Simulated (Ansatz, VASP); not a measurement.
Two plane-wave programs on Ga2SiS

```xyz
4
Lattice="4.0752 0.0000 0.0000 0.0000 4.0752 0.0000 0.0000 0.0000 5.3940" Properties=species:S:1:pos:R:3 pbc="T T T"
Ga    0.0000    2.0376    1.2432
Ga    2.0376    0.0000    4.1508
Si    0.0000    0.0000    0.0000
S     2.0376    2.0376    2.6970
```

Change from the starting cell: species swapped into the ZnSnSb2 type (P-4m2, No. 115).

Alike in both runs: functional PBE; k mesh 10 × 10 × 8; occupations gaussian, width 0.02 eV; no spin polarisation.

Ansatz relaxed the structure, and its values are those at the end. VASP's run is a single point on that final structure, the one shown.

|  | VASP | Ansatz |
| --- | --- | --- |
| version | VASP 6.6.1 | Ansatz 0.2.0 |
| potentials or method | VASP PAW PBE potentials, release 64 (Ga_d, Si, S), cutoff 520 eV | scalar-relativistic, plane waves, PAW |
| valence electrons in the cell | 36 | 36 |

|  | VASP | Ansatz | Ansatz less VASP |
| --- | --- | --- | --- |
| gap on the k mesh at the Fermi level (eV) | 0.34 | 0.35 | +0.010 |
| least direct gap on the mesh (eV) | 0.40 | 0.41 | +0.014 |
| pressure (GPa) | 0.0 | 0.0 | -0.02 |
| rms of the force components (eV/Å) | 0.008 | 0.000 | -0.0076 |

The functional is the same, so the differences come from potentials, cutoffs and numerics.
